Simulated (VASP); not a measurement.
# GaGe3 (Pm-3m) in VASP: a series of runs, part 2 of 2

VASP 6.6.1. Earlier steps stand in the parts before.

## (4) Single point, PBEsol

This run uses another cell than the first one, of 18.46 Å³/atom.

File INCAR:

```
SYSTEM = GaGe3
PREC = Accurate
ENCUT = 520
EDIFF = 1E-6
ISMEAR = -1
SIGMA = 0.05
LREAL = .False.
LASPH = .True.
NELM = 80
ALGO = Normal
ISIF = 2
LWAVE = .False.
LCHARG = .False.
GGA = PS
NBANDS = 36
```

File KPOINTS:

```
regular mesh
0
Gamma
  6 6 6
  0 0 0
```

File POSCAR:

```
GaGe3
1.0
    4.1952187848      0.0000000000      0.0000000000
    0.0000000000      4.1952187848      0.0000000000
    0.0000000000      0.0000000000      4.1952187848
Ge Ga
3 1
Direct
    0.5000000000      0.5000000000      0.0000000000
    0.5000000000      0.0000000000      0.5000000000
    0.0000000000      0.5000000000      0.5000000000
    0.0000000000      0.0000000000      0.0000000000
```

Potentials or basis: VASP PAW PBE potentials, release 64 (Ge_d, Ga_d).

The run is started by

```console
$ cat potpaw_PBE.64/Ge_d/POTCAR potpaw_PBE.64/Ga_d/POTCAR > POTCAR
$ mpirun -np 1 vasp_std > vasp.out
```

OUTCAR:

```text
SYSTEM = GaGe3
   PREC = Accurate
   ENCUT = 520
   EDIFF = 1E-6
   ISMEAR = -1
   LREAL = .False.
   LASPH = .True.
   NELM = 80
   ISIF = 2
   GGA = PS

 ion  position               nearest neighbor table
   1  0.500  0.500  0.000-
   2  0.500  0.000  0.500-
   3  0.000  0.500  0.500-
   4  0.000  0.000  0.000-

  LATTYP: Found a simple cubic cell.
 ALAT       =     4.1952187848

  Lattice vectors:

 A1 = (   4.1952187848,   0.0000000000,   0.0000000000)
 A2 = (   0.0000000000,   4.1952187848,   0.0000000000)
 A3 = (   0.0000000000,   0.0000000000,   4.1952187848)

Analysis of symmetry for initial positions (statically):
=====================================================================
 Subroutine PRICEL returns:
 Original cell was already a primitive cell.

 Routine SETGRP: Setting up the symmetry group for a
 simple cubic supercell.

 Subroutine GETGRP returns: Found 48 space group operations
 (whereof 48 operations were pure point group operations)
[... 159 lines left out ...]
  free energy    TOTEN  =       -17.25566658 eV

  energy without entropy =      -17.23228183  energy(sigma->0) =      -17.24397421

 E-fermi :   6.6226     XC(G=0): -11.4753

 val. band max:        6.5873716491   @ k =   0.5000   0.5000   0.0000
 cond. band min:       6.6404967941   @ k =   0.3333   0.3333   0.0000
 fundamental gap:      0.0531251450
 Fermi energy:         6.6225874643

 k-point     1 :       0.0000    0.0000    0.0000
  band No.  band energies     occupation
      1     -18.1282      2.00000
      2     -18.1282      2.00000
      3     -18.1282      2.00000
      4     -18.1168      2.00000
      5     -18.0768      2.00000
      6     -18.0768      2.00000
[... 769 lines left out ...]
     35      15.5485      0.00000
     36      15.5485      0.00000

------------------------ aborting loop because EDIFF is reached ----------------------------------------

  FORCE on cell =-STRESS in cart. coord.  units (eV):
  Direction    XX          YY          ZZ          XY          YZ          ZX
  --------------------------------------------------------------------------------------
  -------------------------------------------------------------------------------------
  Total        0.0115601      0.0115601      0.0115601      0.0000000     -0.0000000      0.0000000
  in kB        0.2508463      0.2508463      0.2508463      0.0000000     -0.0000000      0.0000000
  external PRESSURE =       0.2508463 kB  Pullay stress =       0.0000000 kB

 VOLUME and BASIS-vectors are now :
 -----------------------------------------------------------------------------
  energy-cutoff  :      520.00
  volume of cell :       73.84
      direct lattice vectors                 reciprocal lattice vectors
     4.195218785  0.000000000  0.000000000     0.238366591  0.000000000  0.000000000
     0.000000000  4.195218785  0.000000000     0.000000000  0.238366591  0.000000000
     0.000000000  0.000000000  4.195218785     0.000000000  0.000000000  0.238366591

 POSITION                                       TOTAL-FORCE (eV/Angst)
 -----------------------------------------------------------------------------------
      2.09761      2.09761      0.00000         0.000000      0.000000      0.000000
      2.09761      0.00000      2.09761         0.000000      0.000000      0.000000
      0.00000      2.09761      2.09761         0.000000      0.000000      0.000000
      0.00000      0.00000      0.00000         0.000000      0.000000      0.000000
 -----------------------------------------------------------------------------------
    total drift:                                0.000000     -0.000000     -0.000000

  FREE ENERGIE OF THE ION-ELECTRON SYSTEM (eV)
  ---------------------------------------------------
  free  energy   TOTEN  =       -17.2556665782 eV

  energy  without entropy=      -17.2322818339  energy(sigma->0) =      -17.24397421
```

OSZICAR:

```text
N       E                     dE             d eps       ncg     rms          rms(c)
DAV:   1     0.432303075328E+03    0.43230E+03   -0.26581E+04  1700   0.409E+03
DAV:   2     0.633366622477E+02   -0.36897E+03   -0.35857E+03  1440   0.741E+02
DAV:   3    -0.131734428708E+02   -0.76510E+02   -0.75487E+02  1624   0.203E+02
DAV:   4    -0.172711196378E+02   -0.40977E+01   -0.40761E+01  1680   0.532E+01
DAV:   5    -0.173562416116E+02   -0.85122E-01   -0.85045E-01  1644   0.870E+00    0.224E+00
DAV:   6    -0.172799650191E+02    0.76277E-01   -0.13496E-01  1776   0.458E+00    0.117E+00
DAV:   7    -0.172572080357E+02    0.22757E-01   -0.41581E-02  1932   0.207E+00    0.203E-01
DAV:   8    -0.172557007061E+02    0.15073E-02   -0.43252E-03  1556   0.770E-01    0.561E-02
DAV:   9    -0.172556596430E+02    0.41063E-04   -0.29691E-04  1856   0.187E-01    0.309E-02
DAV:  10    -0.172556689232E+02   -0.92802E-05   -0.31942E-05  1564   0.699E-02    0.677E-03
DAV:  11    -0.172556666191E+02    0.23041E-05   -0.10620E-05  1600   0.469E-02    0.106E-03
DAV:  12    -0.172556665782E+02    0.40927E-07   -0.43510E-07   832   0.584E-03
   1 F= -.17255667E+02 E0= -.17243974E+02  d E =-.233847E-01
```

stdout:

```text
POSCAR found type information on POSCAR GeGa
 POSCAR found :  2 types and       4 ions
 scaLAPACK will be used
 -----------------------------------------------------------------------------
|                                                                             |
|                                                                             |
|     You enforced a specific xc type in the INCAR file but a different       |
|     I HOPE YOU KNOW WHAT YOU ARE DOING!                                     |
|                                                                             |
 -----------------------------------------------------------------------------

 LDA part: xc-table for (Slater+PW92), standard interpolation
 POSCAR, INCAR and KPOINTS ok, starting setup
 FFT: planning ... GRIDC
 FFT: planning ... GRID_SOFT
 FFT: planning ... GRID
 WAVECAR not read
 entering main loop
```

It took 23 s on 1 thread of Intel Xeon Platinum 8375C at 2.90GHz (Ice Lake), shared host; peak memory 0.2 GiB.

Results:

| Property | Result |
| --- | --- |
| Free energy | -17.2557 eV |
| Pressure | 0.0 GPa |
| Band gap on the k mesh | zero (an odd number of electrons rules out a gap without spin polarisation) |

Levels at points of the mesh, in eV from the Fermi level:
| k point | band 26 | band 27 | band 28 | band 29 | band 30 | band 31 |
| --- | --- | --- | --- | --- | --- | --- |
| (0.00, 0.00, 0.00) | -4.07 | -3.32 | 2.70 | 2.70 | 2.70 | 3.64 |
| (0.50, 0.00, 0.00) | -2.10 | -1.49 | -1.49 | -0.15 | 0.08 | 4.78 |
| (0.50, 0.50, 0.00) | -0.13 | -0.13 | -0.04 | 0.17 | 0.17 | 0.78 |
| (0.50, 0.50, 0.50) | -5.25 | -5.25 | -5.25 | 7.00 | 7.00 | 7.07 |

Caveat: the PAW data sets were made with another functional, which shifts forces and pressure a little.

## (5) The runs side by side

```tsv
cell	gap on the mesh (eV)	pressure (GPa)
a = 4.104 Å, 4 atoms	none	5.1
a = 4.156 Å, 4 atoms	none	2.0
a = 4.195 Å, 4 atoms	none	0.0
```

Alike in all rows: task single point; level PBEsol; potentials or basis VASP PAW PBE potentials, release 64 (Ge_d, Ga_d); no spin polarisation; k mesh 6 × 6 × 6; cutoff (eV) 520; smearing fermi-dirac 0.05 eV.

Caveats: the PAW data sets were made with another functional, which shifts forces and pressure a little; the cell stands under pressure (at least some runs).

Absolute energies hang on the potentials; compare differences alone.
